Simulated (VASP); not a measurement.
Input of a VASP 6.6.1 run:

Contents of INCAR:

```
SYSTEM = TiSi16
ALGO = Normal ; EDIFF = 1E-7
ENCUT = 520 ; GGA = PE
ISIF = 2 ; ISMEAR = -1
IVDW = 12 ; LASPH = .True.
LCHARG = .False. ; LREAL = Auto
LWAVE = .False. ; NBANDS = 52
NELM = 80 ; PREC = Accurate
SIGMA = 0.02
```

KPOINTS

```
k-points
0
Gamma
  2 2 2
  0 0 0
```

POSCAR

```
TiSi16
1.0
    0.0000000000      5.4300000000      5.4300000000
    5.4300000000      0.0000000000      5.4300000000
    5.4300000000      5.4300000000      0.0000000000
Si Ti
16 1
Direct
    0.0449432781     -0.0151764273     -0.0145624309
    0.1339646409      0.1255125230      0.1259930018
   -0.0136918048      0.0158840700      0.4993796501
    0.1343350829      0.1254242173      0.6151544199
   -0.0132713628      0.4989313996      0.0160137201
    0.1346468692      0.6145113260      0.1258330571
   -0.0129237569      0.4987821363      0.4991362799
    0.0885720074      0.6372259669      0.6375364641
    0.5067370166      0.0085918969      0.0090738490
    0.6717104972      0.1091548803      0.1097670350
    0.5071646409      0.0085198895      0.4760858195
    0.6080874770      0.1535226519      0.6197283610
    0.5075372007      0.4755467772      0.0088447514
    0.6089407919      0.6192431860      0.1536741252
    0.4548175875      0.5153645488      0.5154236648
    0.6094908840      0.6189035912      0.6189041436
    0.6873890424      0.7711332413      0.7711166667
```

Potentials or basis: VASP PAW PBE potentials, release 64 (Si, Ti_sv).

Launch:

```bash
$ cat potpaw_PBE.64/Si/POTCAR potpaw_PBE.64/Ti_sv/POTCAR > POTCAR
$ mpirun -np 1 vasp_std > vasp.out
```

**Question.** Estimate the band gap on the k mesh.

**Answer.** Zero (bands 38 and 39 overlap by 0.33 eV).

**Question.** Estimate the largest force.

**Answer.** 1.981 eV/Å.

**Question.** What does it give for the dispersion energy per atom?

**Answer.** -0.343 eV.

Forces in eV/Å, atoms in the order of the input:
```
Si   0.118 -0.117 -0.117
Si   0.045 -0.095 -0.093
Si   0.069 -0.070 -0.047
Si   0.095 -0.043 -0.094
Si   0.067 -0.043 -0.068
Si   0.095 -0.095 -0.044
Si   0.045 -0.068 -0.067
Si  -0.050  0.051  0.049
Si  -0.028 -0.113 -0.111
Si   0.087 -0.084 -0.084
Si   0.114  0.028 -0.112
Si   0.089 -0.089 -0.216
Si   0.114 -0.115  0.037
Si   0.085 -0.225 -0.086
Si  -0.015  0.013  0.011
Si   0.219 -0.088 -0.090
Ti  -1.148  1.153  1.131
```

Caveat: the k points lie up to 0.50 Å⁻¹ apart.
